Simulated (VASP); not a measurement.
# HgF3 (Fm-3m) in VASP: further runs

The runs below take HgF3 through single point, with PBE, r2SCAN.

Program: VASP 6.6.1. These are calculated values, not measurements. Logs are shortened: lines on timing, memory, paths and dates and some standing lists are left out, and cuts for length are marked.

### 1 The cell of the first run

It takes space group Fm-3m (No. 225, cubic). The conventional cell has a = 5.726 Å, b = 5.726 Å, c = 5.726 Å, α = 90.00°, β = 90.00°, γ = 90.00°. Within 3.3 Å of Hg (site symmetry m-3m) lie 14 F at 2.48 to 2.86 Å. F (site symmetry -43m) has 4 Hg at 2.48 Å and 10 F at 2.48 to 2.86 Å within 3.3 Å. Within 3.3 Å of F (site symmetry m-3m) lie 8 F at 2.48 Å and 6 Hg at 2.86 Å.

### 2 Single point, PBE

Input file INCAR:

```
SYSTEM = HgF3
PREC = Accurate
ENCUT = 520
EDIFF = 1E-7
ISMEAR = 0
SIGMA = 0.1
LREAL = .FALSE.
LASPH = .TRUE.
NELM = 80
ALGO = Normal
ISIF = 2
LWAVE = .FALSE.
LCHARG = .FALSE.
GGA = PE
NBANDS = 24
```

Input file KPOINTS:

```
regular mesh
0
G
  12 12 12
  0 0 0
```

Input file POSCAR:

```
HgF3
1.0
    0.0000000000      2.8631710000      2.8631710000
    2.8631710000      0.0000000000      2.8631710000
    2.8631710000      2.8631710000      0.0000000000
Hg F
1 3
Direct
    0.0000000000      0.0000000000      0.0000000000
    0.2500000000      0.2500000000      0.2500000000
    0.7500000000      0.7500000000      0.7500000000
    0.5000000000      0.5000000000      0.5000000000
```

Potentials or basis: VASP PAW PBE potentials, release 64 (Hg, F).

The run is started by

```
> cat potpaw_PBE.64/Hg/POTCAR potpaw_PBE.64/F/POTCAR > POTCAR
> mpirun -np 1 vasp_std > vasp.out
```

OUTCAR:

```text
SYSTEM = HgF3
   PREC = Accurate
   ENCUT = 520
   EDIFF = 1E-7
   ISMEAR = 0
   LREAL = .FALSE.
   LASPH = .TRUE.
   NELM = 80
   ISIF = 2
   GGA = PE

 ion  position               nearest neighbor table
   1  0.000  0.000  0.000-   2 2.48   3 2.48   3 2.48   3 2.48   3 2.48   2 2.48   2 2.48   2 2.48
                             4 2.86   4 2.86   4 2.86   4 2.86   4 2.86   4 2.86
   2  0.250  0.250  0.250-   1 2.48   1 2.48   1 2.48   1 2.48
   3  0.750  0.750  0.750-   1 2.48   1 2.48   1 2.48   1 2.48
   4  0.500  0.500  0.500-   1 2.86   1 2.86   1 2.86   1 2.86   1 2.86   1 2.86

  LATTYP: Found a face centered cubic cell.
 ALAT       =     5.7263420000

  Lattice vectors:

 A1 = (   0.0000000000,   2.8631710000,   2.8631710000)
 A2 = (   2.8631710000,   0.0000000000,   2.8631710000)
 A3 = (   2.8631710000,   2.8631710000,   0.0000000000)

Analysis of symmetry for initial positions (statically):
=====================================================================
 Subroutine PRICEL returns:
 Original cell was already a primitive cell.

 Routine SETGRP: Setting up the symmetry group for a
 face centered cubic supercell.

 Subroutine GETGRP returns: Found 48 space group operations
 (whereof 48 operations were pure point group operations)
 out of a pool of 48 trial point group operations.

The static configuration has the point symmetry O_h .

Analysis of symmetry for dynamics (positions and initial velocities):
=====================================================================
 Subroutine PRICEL returns:
 Original cell was already a primitive cell.

 Routine SETGRP: Setting up the symmetry group for a
 face centered cubic supercell.

 Subroutine GETGRP returns: Found 48 space group operations
 (whereof 48 operations were pure point group operations)
 out of a pool of 48 trial point group operations.

The dynamic configuration has the point symmetry O_h .

 Subroutine INISYM returns: Found 48 space group operations
 (whereof 48 operations are pure point group operations),
 and found     1 'primitive' translations

----------------------------------------------------------------------------------------

                                     Primitive cell

  volume of cell :      46.9431

  direct lattice vectors                    reciprocal lattice vectors
     0.000000000  2.863171000  2.863171000    -0.174631554  0.174631554  0.174631554
     2.863171000  0.000000000  2.863171000     0.174631554 -0.174631554  0.174631554
     2.863171000  2.863171000  0.000000000     0.174631554  0.174631554 -0.174631554

  length of vectors
[... 89 lines left out ...]
   NSW    =      0    number of steps for IOM
   IBRION =     -1    ionic relax: 0-MD 1-quasi-New 2-CG
   NFREE  =      0    steps in history (QN), initial steepest desc. (CG)
   ISIF   =      2    stress and relaxation
   ISYM   =      2    0-nonsym 1-usesym 2-fastsym
   POTIM  = 0.5000    time-step for ionic-motion
   TEBEG  =    0.0;   TEEND  =   0.0 temperature during run
   PSTRESS=    0.0 pullay stress
   NELECT =      33.0000    total number of electrons
   NUPDOWN=      -1.0000    fix difference up-down
   EMIN   =  10.00;   EMAX   =-10.00  energy-range for DOS
   EFERMI =   0.00;   METHOD = LEGACY
   ISMEAR =     0;   SIGMA  =   0.10  broadening in eV -4-tet -1-fermi 0-gaus
   EFERMI_NEDOS =   21; number of points for ismear=-14 and -15
   IALGO  =     38    algorithm
   IMIX   =      4    mixing-type and parameters
     AMIX     =   0.40;   BMIX     =  1.00
     AMIX_MAG =   1.60;   BMIX_MAG =  1.00
  volume/ion in A,a.u.               =      11.74        79.20
  Fermi-wavevector in a.u.,A,eV,Ry     =   1.455645  2.750771 28.829424  2.118903
  Thomas-Fermi vector in A             =   2.572656
   LORBIT       =      0    0 simple, 1 ext, 2 COOP (PROOUT), +10 PAW based schemes
   GGA     = PE    functional components
   LHFCALC =     F    Hartree Fock is set to
   AEXX    =    0.0000 exact exchange contribution
   IVDW    =     0    specifies the selected vdW correction
   LEPSILON=     F    determine dielectric tensor
   LRPA    =     F    only Hartree local field effects (RPA)
 non-spin polarized calculation
 Gauss-broadening in eV      SIGMA  =   0.10
  energy-cutoff  :      520.00
  volume of cell :       46.94
 maximum number of plane-waves:      1284
   NGX = 15   NGY = 15   NGZ = 15

 number of electron      33.0000006 magnetization

 Free energy of the ion-electron system (eV)
  ---------------------------------------------------
  ext. energy  EPLUGINS =         0.00000000
  ---------------------------------------------------
  free energy    TOTEN  =        -8.63694133 eV

  energy without entropy =       -8.59428763  energy(sigma->0) =       -8.61561448

 E-fermi :  -0.7040     XC(G=0): -11.1161

 val. band max:       -0.7073842981   @ k =  -0.4167   0.2500   0.0833
 cond. band min:      -0.7036917936   @ k =   0.1667   0.1667   0.0000
 fundamental gap:      0.0036925044
 Fermi energy:        -0.7040169418

 k-point     1 :       0.0000    0.0000    0.0000
  band No.  band energies     occupation
      1     -21.9854      2.00000
      2     -20.9427      2.00000
      3     -20.0093      2.00000
      4      -5.6894      2.00000
      5      -5.6894      2.00000
      6      -5.6894      2.00000
[... 637 lines left out ...]
     23      19.0672      0.00000
     24      19.9341      0.00000

 [... further k-points ...]

------------------------ aborting loop because EDIFF is reached ----------------------------------------

  FORCE on cell =-STRESS in cart. coord.  units (eV):
  Direction    XX          YY          ZZ          XY          YZ          ZX
  --------------------------------------------------------------------------------------
  -------------------------------------------------------------------------------------
  Total        0.4311302      0.4311302      0.4311302     -0.0000000     -0.0000000      0.0000000
  in kB       14.7145576     14.7145576     14.7145576     -0.0000000     -0.0000000      0.0000000
  external PRESSURE =      14.7145576 kB  Pullay stress =       0.0000000 kB

 VOLUME and BASIS-vectors are now :
 -----------------------------------------------------------------------------
  energy-cutoff  :      520.00
  volume of cell :       46.94
      direct lattice vectors                 reciprocal lattice vectors
     0.000000000  2.863171000  2.863171000    -0.174631554  0.174631554  0.174631554
     2.863171000  0.000000000  2.863171000     0.174631554 -0.174631554  0.174631554
     2.863171000  2.863171000  0.000000000     0.174631554  0.174631554 -0.174631554

 POSITION                                       TOTAL-FORCE (eV/Angst)
 -----------------------------------------------------------------------------------
      0.00000      0.00000      0.00000         0.000000     -0.000000      0.000000
      1.43159      1.43159      1.43159        -0.000000     -0.000000     -0.000000
      4.29476      4.29476      4.29476         0.000000      0.000000      0.000000
      2.86317      2.86317      2.86317         0.000000     -0.000000      0.000000
 -----------------------------------------------------------------------------------
    total drift:                                0.000000     -0.000000      0.000000

  FREE ENERGIE OF THE ION-ELECTRON SYSTEM (eV)
  ---------------------------------------------------
  free  energy   TOTEN  =        -8.6369413295 eV

  energy  without entropy=       -8.5942876278  energy(sigma->0) =       -8.61561448
```

OSZICAR:

```text
N       E                     dE             d eps       ncg     rms          rms(c)
DAV:   1     0.254771979461E+03    0.25477E+03   -0.18739E+04  3488   0.137E+03
DAV:   2    -0.109587701998E+01   -0.25587E+03   -0.23952E+03  3728   0.359E+02
DAV:   3    -0.116790716463E+02   -0.10583E+02   -0.10450E+02  4168   0.772E+01
DAV:   4    -0.117267940998E+02   -0.47722E-01   -0.47718E-01  3768   0.543E+00
DAV:   5    -0.117269713834E+02   -0.17728E-03   -0.17728E-03  4208   0.310E-01    0.119E+01
DAV:   6    -0.969906618563E+01    0.20279E+01   -0.19749E+01  4176   0.525E+01    0.163E+01
DAV:   7    -0.892275530018E+01    0.77631E+00   -0.33467E+00  3712   0.171E+01    0.738E+00
DAV:   8    -0.870411435081E+01    0.21864E+00   -0.69673E-01  4200   0.106E+01    0.500E+00
DAV:   9    -0.865690648030E+01    0.47208E-01   -0.38658E-01  3712   0.768E+00    0.114E+00
DAV:  10    -0.863834743923E+01    0.18559E-01   -0.70357E-02  4016   0.382E+00    0.474E-01
DAV:  11    -0.863703892260E+01    0.13085E-02   -0.83670E-03  3712   0.849E-01    0.158E-01
DAV:  12    -0.863696561445E+01    0.73308E-04   -0.59973E-04  3864   0.216E-01    0.633E-02
DAV:  13    -0.863698671575E+01   -0.21101E-04   -0.29115E-04  3712   0.198E-01    0.677E-02
DAV:  14    -0.863694251659E+01    0.44199E-04   -0.73057E-05  4376   0.805E-02    0.146E-02
DAV:  15    -0.863694147384E+01    0.10428E-05   -0.83686E-06  3672   0.336E-02    0.507E-03
DAV:  16    -0.863694138205E+01    0.91788E-07   -0.11394E-06  4064   0.102E-02    0.353E-03
DAV:  17    -0.863694132945E+01    0.52601E-07   -0.14778E-07  2136   0.440E-03
   1 F= -.86369413E+01 E0= -.86156145E+01  d E =-.426537E-01
```

Run time: 68 s. Hardware: 1 thread of Intel Xeon Platinum 8488C (Sapphire Rapids), shared host; peak memory 0.21 GiB.

What came out:

- Free energy: -8.6369 eV
- Pressure: 1.5 GPa

Caveat: spin-orbit coupling is left out, which moves the levels of the heavy elements; an odd number of electrons without spin polarisation forces a metal; a magnetic or distorted state may lie lower.

### 3 Single point, PBE

This run uses another cell than the first one, of 11.90 Å³/atom, 1.014 times its volume.

Input file INCAR:

```
ALGO     = Normal         # electronic algorithm
EDIFF    = 1E-6           # SCF threshold, eV
ENCUT    = 520            # plane-wave cutoff, eV
GGA      = PE             # functional
ISIF     = 2              # what is computed and relaxed
ISMEAR   = 0              # smearing method
LASPH    = True           # aspherical terms in the spheres
LCHARG   = True           # write CHGCAR
LELF     = True           # ELF
LREAL    = False          # projectors in reciprocal space
LVHAR    = True         
LWAVE    = False          # write WAVECAR
NBANDS   = 24             # bands
NELM     = 80             # most SCF steps
PREC     = Accurate       # precision mode
SIGMA    = 0.1            # smearing width, eV
```

Input file KPOINTS:

```
k-points
0
Gamma
  12 12 12
```

Input file POSCAR:

```
HgF3
1.0
    0.0000000000      2.8764126340      2.8764126340
    2.8764126340      0.0000000000      2.8764126340
    2.8764126340      2.8764126340      0.0000000000
Hg F
1 3
Direct
    0.0000000000      0.0000000000      0.0000000000
    0.2500000000      0.2500000000      0.2500000000
    0.7500000000      0.7500000000      0.7500000000
    0.5000000000      0.5000000000      0.5000000000
```

Potentials or basis: VASP PAW PBE potentials, release 64 (Hg, F).

The run is started by

```
> cat potpaw_PBE.64/Hg/POTCAR potpaw_PBE.64/F/POTCAR > POTCAR
> mpirun -np 1 vasp_std > vasp.out
```

Run time: 64 s. Hardware: 1 thread of Intel Xeon Platinum 8488C (Sapphire Rapids), shared host; peak memory 0.21 GiB.

The run converged. Its results:

| Property | Result |
| --- | --- |
| Free energy | -8.6423 eV |
| Pressure | 0.2 GPa |

Levels at points of the mesh, in eV from the Fermi level:
```tsv
k point	band 13	band 14	band 15	band 16	band 17	band 18	band 19	band 20	band 21	band 22
(0.00, 0.00, 0.00)	-0.60	-0.60	-0.56	-0.56	-0.56	1.28	12.61	12.61	12.61	18.42
(0.50, 0.00, 0.00)	-1.19	-1.19	-0.27	0.12	0.12	4.25	9.76	12.20	12.20	19.68
(0.50, 0.50, 0.00)	-1.13	-0.58	-0.58	-0.15	-0.15	4.29	9.90	13.06	13.06	16.83
```

Caveat: spin-orbit coupling is left out, which moves the levels of the heavy elements; an odd number of electrons without spin polarisation forces a metal; a magnetic or distorted state may lie lower.

### 4 Single point, r2SCAN

Input file POSCAR:

```
HgF3
1.0
    0.0000000000      2.8631710000      2.8631710000
    2.8631710000      0.0000000000      2.8631710000
    2.8631710000      2.8631710000      0.0000000000
Hg F
1 3
Direct
    0.0000000000      0.0000000000      0.0000000000
    0.2500000000      0.2500000000      0.2500000000
    0.7500000000      0.7500000000      0.7500000000
    0.5000000000      0.5000000000      0.5000000000
```

Input file INCAR.step1:

```
PREC = Accurate
ENCUT = 520
ISMEAR = 0
SIGMA = 0.1
LREAL = F
LASPH = T
NELM = 80
NBANDS = 24
GGA = PE
ALGO = Normal
EDIFF = 1E-4
LWAVE = T
LCHARG = F
```

Input file INCAR.step2:

```
PREC = Accurate
ENCUT = 520
EDIFF = 1E-6
ISMEAR = 0
SIGMA = 0.1
LREAL = F
LASPH = T
NELM = 80
ALGO = Normal
ISIF = 2
LWAVE = F
LCHARG = F
METAGGA = R2SCAN
LMIXTAU = T
NBANDS = 24
ISTART = 1
```

Input file KPOINTS:

```
Automatic mesh
0
Gamma
  12 12 12
```

The run is started by

```
> cat potpaw_PBE.64/Hg/POTCAR potpaw_PBE.64/F/POTCAR > POTCAR
> cp INCAR.step1 INCAR
> mpirun -np 1 vasp_std > vasp.out
> cp INCAR.step2 INCAR
> mpirun -np 1 vasp_std > vasp.out
```

It took 3.2 min on 1 thread of Intel Xeon Platinum 8488C (Sapphire Rapids), shared host; peak memory 0.22 GiB.

The run converged. Its results:

```yaml
Free_energy: -62.3015 eV
Pressure: -4.7 GPa
```

Levels at points of the mesh, in eV from the Fermi level:
```
           k point  band 14  band 15  band 16  band 17  band 18  band 19  band 20  band 21
(0.00, 0.00, 0.00)    -0.62    -0.57    -0.57    -0.57     1.92    13.66    13.66    13.66
(0.50, 0.00, 0.00)    -1.23    -0.29     0.13     0.13     4.87    10.74    13.22    13.22
(0.50, 0.50, 0.00)    -0.60    -0.60    -0.16    -0.16     4.91    10.87    14.16    14.16
```

Caveat: the PAW data sets were made with another functional, which shifts forces and pressure a little; spin-orbit coupling is left out, which moves the levels of the heavy elements; an odd number of electrons without spin polarisation forces a metal; a magnetic or distorted state may lie lower.

### 5 The runs side by side

| level | cell | gap on the mesh (eV) | pressure (GPa) |
| --- | --- | --- | --- |
| PBE | a = 4.049 Å, angles 60.0°, 4 atoms | none | 1.5 |
| PBE | a = 4.068 Å, angles 60.0°, 4 atoms | none | 0.2 |
| r2SCAN | a = 4.049 Å, angles 60.0°, 4 atoms | none | -4.7 |

Alike in all rows: task single point; potentials or basis VASP PAW PBE potentials, release 64 (Hg, F); no spin polarisation; k mesh 12 × 12 × 12; cutoff (eV) 520; smearing gaussian 0.1 eV.

Caveats: spin-orbit coupling is left out, which moves the levels of the heavy elements; an odd number of electrons without spin polarisation forces a metal; a magnetic or distorted state may lie lower; the PAW data sets were made with another functional, which shifts forces and pressure a little (some runs).

Total energies depend on the potentials used, so only differences within one code and one set of settings carry meaning.
